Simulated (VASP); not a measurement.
# TiO2 (P4_2/mnm) in VASP: notebook, part 2 of 2

VASP 6.6.1. Earlier steps stand in the parts before.

## (4) Single point, r2SCAN

This run uses another cell than the first one, of 10.20 Å³/atom.

Input file POSCAR:

```
TiO2
1.0
    4.5667007200      0.0000000000      0.0000000000
    0.0000000000      4.5667007200      0.0000000000
    0.0000000000      0.0000000000      2.9343077700
Ti O
2 4
Direct
    0.0000000000      0.0000000000      0.0000000000
    0.5000000000      0.5000000000      0.5000000000
    0.3038987282      0.3038987282      0.0000000000
    0.1961012718      0.8038987282      0.5000000000
    0.6961012718      0.6961012718      0.0000000000
    0.8038987282      0.1961012718      0.5000000000
```

Input file INCAR.step1:

```
SYSTEM = TiO2
PREC = Accurate ; ENCUT = 520
ISMEAR = -1 ; SIGMA = 0.02
LREAL = .FALSE. ; LASPH = .TRUE.
NELM = 60 ; NBANDS = 33
GGA = PE ; ALGO = Normal
EDIFF = 1E-4 ; LWAVE = .TRUE.
LCHARG = .FALSE.
```

Input file INCAR.step2:

```
SYSTEM = TiO2
PREC = Accurate ; ENCUT = 520
EDIFF = 1E-6 ; ISMEAR = -1
SIGMA = 0.02 ; LREAL = .FALSE.
LASPH = .TRUE. ; NELM = 60
ALGO = Normal ; ISIF = 2
LWAVE = .FALSE. ; LCHARG = .FALSE.
METAGGA = R2SCAN ; LMIXTAU = .TRUE.
NBANDS = 33 ; ISTART = 1
```

Input file KPOINTS:

```
regular mesh
0
G
  6 6 10
  0 0 0
```

Command:

```bash
$ cat potpaw_PBE.64/Ti_sv/POTCAR potpaw_PBE.64/O/POTCAR > POTCAR
$ cp INCAR.step1 INCAR
$ mpirun -np 1 vasp_std > vasp.out
$ cp INCAR.step2 INCAR
$ mpirun -np 1 vasp_std > vasp.out
```

Run time: 2.7 min. Hardware: 1 thread of Intel Xeon 6975P-C (Granite Rapids), shared host; peak memory 0.24 GiB.

It converged, with:

* Free energy: -69.7645 eV
* Pressure: 6.3 GPa
* Largest force: 0.030 eV/Å
* Band gap on the k mesh: 2.25 eV

Forces on the atoms (eV/Å):
```
Ti   0.000  0.000  0.000
Ti   0.000  0.000  0.000
O   -0.021 -0.021  0.000
O    0.021 -0.021  0.000
O    0.021  0.021  0.000
O   -0.021  0.021  0.000
```

Stress tensor (GPa, compression positive):
```
5.63 0.00 0.00
0.00 5.63 0.00
0.00 0.00 7.57
```

Levels at points of the mesh, in eV from the valence-band top:
| k point | band 20 | band 21 | band 22 | band 23 | band 24 | band 25 | band 26 | band 27 | band 28 | band 29 |
| --- | --- | --- | --- | --- | --- | --- | --- | --- | --- | --- |
| (0.00, 0.00, 0.00) | -2.10 | -0.77 | -0.51 | -0.51 | 0.00 | 2.25 | 2.57 | 2.83 | 2.94 | 2.94 |
| (0.50, 0.00, 0.00) | -3.22 | -1.73 | -1.73 | -0.79 | -0.79 | 2.96 | 2.96 | 3.50 | 3.50 | 4.04 |
| (0.50, 0.50, 0.00) | -2.28 | -1.40 | -1.40 | -1.16 | -1.16 | 2.29 | 2.29 | 2.96 | 2.96 | 4.31 |
| (0.00, 0.00, 0.50) | -2.94 | -2.49 | -2.49 | -1.50 | -1.50 | 3.42 | 3.42 | 3.68 | 3.68 | 4.12 |
| (0.50, 0.00, 0.50) | -2.50 | -2.12 | -2.12 | -1.13 | -1.13 | 2.33 | 2.33 | 3.71 | 3.71 | 4.38 |
| (0.50, 0.50, 0.50) | -2.91 | -1.37 | -1.37 | -0.72 | -0.72 | 3.03 | 3.03 | 3.66 | 3.66 | 3.73 |

Caveat: the cell stands under pressure; the PAW data sets were made with another functional, which shifts forces and pressure a little. r2SCAN opens gaps a little over a GGA but as a rule still falls short of measured ones.

## (5) Single point, r2SCAN

This run uses another cell than the first one, of 10.41 Å³/atom.

Input file POSCAR:

```
TiO2
1.0
    4.5975577432      0.0000000000      0.0000000000
    0.0000000000      4.5975577432      0.0000000000
    0.0000000000      0.0000000000      2.9541347795
Ti O
2 4
Direct
    0.0000000000      0.0000000000      0.0000000000
    0.5000000000      0.5000000000      0.5000000000
    0.3046305646      0.3046305646      0.0000000000
    0.1953694354      0.8046305646      0.5000000000
    0.6953694354      0.6953694354      0.0000000000
    0.8046305646      0.1953694354      0.5000000000
```

Input file INCAR.step1:

```
PREC = Accurate
ENCUT = 520
ISMEAR = -1
SIGMA = 0.02
LREAL = False
LASPH = True
NELM = 80
NBANDS = 33
GGA = PE
ALGO = Normal
EDIFF = 1E-4
LWAVE = True
LCHARG = False
```

Input file INCAR.step2:

```
PREC = Accurate
ENCUT = 520
EDIFF = 1E-6
ISMEAR = -1
SIGMA = 0.02
LREAL = False
LASPH = True
NELM = 80
ALGO = Normal
ISIF = 2
LWAVE = False
LCHARG = False
METAGGA = R2SCAN
LMIXTAU = True
NBANDS = 33
ISTART = 1
```

Input file KPOINTS:

```
regular mesh
0
Gamma
  6 6 10
```

Command:

```bash
$ cat potpaw_PBE.64/Ti_sv/POTCAR potpaw_PBE.64/O/POTCAR > POTCAR
$ cp INCAR.step1 INCAR
$ mpirun -np 1 vasp_std > vasp.out
$ cp INCAR.step2 INCAR
$ mpirun -np 1 vasp_std > vasp.out
```

Wall time 2.6 min (1 thread of Intel Xeon 6975P-C (Granite Rapids), shared host); peak memory 0.24 GiB.

Results (log left out):

```
Free energy            : -69.7945 eV
Pressure               : 1.2 GPa
Largest force          : 0.034 eV/Å
Band gap on the k mesh : 2.23 eV
```

Forces on the atoms (eV/Å):
```
Ti   0.000  0.000  0.000
Ti   0.000  0.000  0.000
O   -0.024 -0.024  0.000
O    0.024 -0.024  0.000
O    0.024  0.024  0.000
O   -0.024  0.024  0.000
```

Stress tensor (GPa, compression positive):
```
0.93 0.00 0.00
0.00 0.93 0.00
0.00 0.00 1.60
```

Levels at points of the mesh, in eV from the valence-band top:
| k point | band 21 | band 22 | band 23 | band 24 | band 25 | band 26 | band 27 | band 28 |
| --- | --- | --- | --- | --- | --- | --- | --- | --- |
| (0.00, 0.00, 0.00) | -0.76 | -0.49 | -0.49 | 0.00 | 2.23 | 2.55 | 2.79 | 2.88 |
| (0.50, 0.00, 0.00) | -1.70 | -1.70 | -0.77 | -0.77 | 2.92 | 2.92 | 3.41 | 3.41 |
| (0.50, 0.50, 0.00) | -1.38 | -1.38 | -1.13 | -1.13 | 2.26 | 2.26 | 2.90 | 2.90 |
| (0.00, 0.00, 0.50) | -2.40 | -2.40 | -1.48 | -1.48 | 3.33 | 3.33 | 3.59 | 3.59 |
| (0.50, 0.00, 0.50) | -2.07 | -2.07 | -1.09 | -1.09 | 2.29 | 2.29 | 3.61 | 3.61 |
| (0.50, 0.50, 0.50) | -1.31 | -1.31 | -0.72 | -0.72 | 2.96 | 2.96 | 3.60 | 3.60 |

Caveat: the PAW data sets were made with another functional, which shifts forces and pressure a little. A k mesh can miss the band edges.

## (6) Single point, r2SCAN

This run uses another cell than the first one, of 10.41 Å³/atom.

Input file POSCAR:

```
TiO2
1.0
    4.5975577400      0.0000000000      0.0000000000
    0.0000000000      4.5975577400      0.0000000000
    0.0000000000      0.0000000000      2.9541347800
Ti O
2 4
Direct
    0.0000000000      0.0000000000      0.0000000000
    0.5000000000      0.5000000000      0.5000000000
    0.3046305600      0.3046305600      0.0000000000
    0.1953694400      0.8046305600      0.5000000000
    0.6953694400      0.6953694400      0.0000000000
    0.8046305600      0.1953694400      0.5000000000
```

Input file INCAR.step1:

```
SYSTEM = TiO2
PREC = Accurate
ENCUT = 520
ISMEAR = -1
SIGMA = 0.02
LREAL = .False.
LASPH = .True.
NELM = 60
NBANDS = 33
GGA = PE
ALGO = Normal
EDIFF = 1E-4
LWAVE = .True.
LCHARG = .False.
```

Input file INCAR.step2:

```
SYSTEM = TiO2
PREC = Accurate
ENCUT = 520
EDIFF = 1E-7
ISMEAR = -1
SIGMA = 0.02
LREAL = .False.
LASPH = .True.
NELM = 60
ALGO = Normal
ISIF = 2
LWAVE = .False.
LCHARG = .True.
METAGGA = R2SCAN
LMIXTAU = .True.
LELF = .True.
LVHAR = .True.
NBANDS = 33
ISTART = 1
```

Input file KPOINTS:

```
regular mesh
0
Gamma
  6 6 10
  0 0 0
```

Potentials or basis: VASP PAW PBE potentials, release 64 (Ti_sv, O).

Command:

```bash
$ cat potpaw_PBE.64/Ti_sv/POTCAR potpaw_PBE.64/O/POTCAR > POTCAR
$ cp INCAR.step1 INCAR
$ mpirun -np 1 vasp_std > vasp.out
$ cp INCAR.step2 INCAR
$ mpirun -np 1 vasp_std > vasp.out
```

Wall time 2.7 min (1 thread of Intel Xeon 6975P-C (Granite Rapids), shared host); peak memory 0.24 GiB.

It converged, with:

```
Free energy            : -69.7945 eV
Pressure               : 1.1 GPa
Largest force          : 0.034 eV/Å
Band gap on the k mesh : 2.23 eV
```

Forces in eV/Å, atoms in the order of the input:
```
Ti   0.000  0.000  0.000
Ti   0.000  0.000  0.000
O   -0.024 -0.024  0.000
O    0.024 -0.024  0.000
O    0.024  0.024  0.000
O   -0.024  0.024  0.000
```

Stress tensor (GPa, compression positive):
```
0.91 0.00 0.00
0.00 0.91 0.00
0.00 0.00 1.58
```

Levels at points of the mesh, in eV from the valence-band top:
```
           k point  band 20  band 21  band 22  band 23  band 24  band 25  band 26  band 27  band 28  band 29
(0.00, 0.00, 0.00)    -2.07    -0.76    -0.49    -0.49     0.00     2.23     2.55     2.79     2.88     2.88
(0.50, 0.00, 0.00)    -3.15    -1.70    -1.70    -0.77    -0.77     2.92     2.92     3.41     3.41     3.95
(0.50, 0.50, 0.00)    -2.21    -1.38    -1.38    -1.13    -1.13     2.26     2.26     2.90     2.90     4.21
(0.00, 0.00, 0.50)    -2.88    -2.40    -2.40    -1.48    -1.48     3.33     3.33     3.59     3.59     4.04
(0.50, 0.00, 0.50)    -2.47    -2.07    -2.07    -1.09    -1.09     2.29     2.29     3.61     3.61     4.28
(0.50, 0.50, 0.50)    -2.86    -1.31    -1.31    -0.72    -0.72     2.96     2.96     3.60     3.60     3.64
```

Caveat: the PAW data sets were made with another functional, which shifts forces and pressure a little.

## (7) Summary

```tsv
cell	gap on the mesh (eV)	pressure (GPa)	largest force (eV/Å)
a = 4.504, b = 4.504, c = 2.894 Å, 6 atoms, atomic positions A	2.31	18.4	0.03
a = 4.535, b = 4.535, c = 2.914 Å, 6 atoms, atomic positions B	2.28	12.0	0.03
a = 4.567, b = 4.567, c = 2.934 Å, 6 atoms, atomic positions C	2.25	6.3	0.03
a = 4.598, b = 4.598, c = 2.954 Å, 6 atoms, atomic positions D	2.23	1.1	0.03
```

Alike in all rows: task single point; level r2SCAN; potentials or basis VASP PAW PBE potentials, release 64 (Ti_sv, O); no spin polarisation; k mesh 6 × 6 × 10; cutoff (eV) 520; smearing fermi-dirac 0.02 eV.

Caveats: the PAW data sets were made with another functional, which shifts forces and pressure a little; the cell stands under pressure (at least some runs).

Absolute energies hang on the potentials; compare differences alone.
